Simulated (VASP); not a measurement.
A run of VASP 6.6.1:

The input INCAR:

```
SYSTEM = Ag
  PREC = Accurate
  ENCUT = 400
  EDIFF = 1E-6
  ISMEAR = 0
  SIGMA = 0.1
  LREAL = .False.
  LASPH = .True.
  NELM = 120
  ALGO = Normal
  ISIF = 2
  LWAVE = .False.
  LCHARG = .False.
  GGA = PE
  NBANDS = 18
  GGA_COMPAT = .False.
```

File KPOINTS:

```
regular mesh
0
Gamma
  10 10 6
  0 0 0
```

The input POSCAR:

```
Ag
1.0
    2.9260000000     -1.7390000000      0.0000000000
    2.9260000000      1.7390000000      0.0000000000
   -1.6523783683      0.0000000000      5.2406746444
Ag
2
Direct
    0.0000000000      0.5000000000      0.0000000000
    0.5000000000      0.0000000000      0.5000000000
```

Potentials or basis: VASP PAW PBE potentials, release 64 (Ag).

Launch:

```bash
$ cat potpaw_PBE.64/Ag/POTCAR > POTCAR
$ mpirun -np 1 vasp_std > vasp.out
```

Hardware: 1 thread of Intel(R) Xeon(R) Platinum 8375C CPU @ 2.90GHz (Ice Lake) (shared host).

**Question.** How long does it take, and how much memory?

**Answer.** Run time: 41 s on 1 thread of Intel(R) Xeon(R) Platinum 8375C CPU @ 2.90GHz (Ice Lake), with other jobs on the host, peak memory 0.22 GiB. Counts: scf iterations 11, k points 172.
